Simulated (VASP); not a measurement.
Set up this calculation in VASP 6.6.1, as the native input.

```
Task                   : single point
Functional             : PBEsol
Potentials or basis    : VASP PAW PBE potentials, release 64 (Ru_pv)
Cutoff                 : 500 eV
k mesh                 : 7 × 7 × 4
Occupations            : fermi-dirac, width 0.05 eV
Spin                   : no spin polarisation
Dipole correction      : no
Further INCAR settings : ALGO = Normal; EDIFF = 1e-06; NBANDS = 21
```

The structure of Ru lies in POSCAR:

```
Ru
1.0
    2.6901731683      0.0000000000      0.0000000000
   -1.3450865842      2.3297583043      0.0000000000
    0.0000000000      0.0000000000      4.2571702834
Ru
2
Direct
    0.3333333333      0.6666666667      0.2500000000
    0.6666666667      0.3333333333      0.7500000000
```

One way to write it, as run:

INCAR

```
PREC = Accurate ; ENCUT = 500
EDIFF = 1E-6 ; ISMEAR = -1
SIGMA = 0.05 ; LREAL = F
LASPH = T ; NELM = 120
ALGO = Normal ; ISIF = 2
LWAVE = F ; LCHARG = F
GGA = PS ; NBANDS = 21
GGA_COMPAT = F
```

KPOINTS

```
regular mesh
0
Gamma
  7 7 4
```

Potentials or basis: VASP PAW PBE potentials, release 64 (Ru_pv).

Command:

```bash
$ cat potpaw_PBE.64/Ru_pv/POTCAR > POTCAR
$ mpirun -np 1 vasp_std > vasp.out
```

It gave:

| Property | Result |
| --- | --- |
| Pressure | -0.2 GPa |
| Band gap on the k mesh | zero (band 14 reaches 14.40 eV, above the bottom of band 15 at 11.60 eV) |

Caveat: the k points lie up to 0.39 Å⁻¹ apart; the PAW data sets were made with another functional, which shifts forces and pressure a little.

Run time: 15 s on 1 thread of Intel Xeon 8259CL (shared host), peak memory 0.14 GiB.
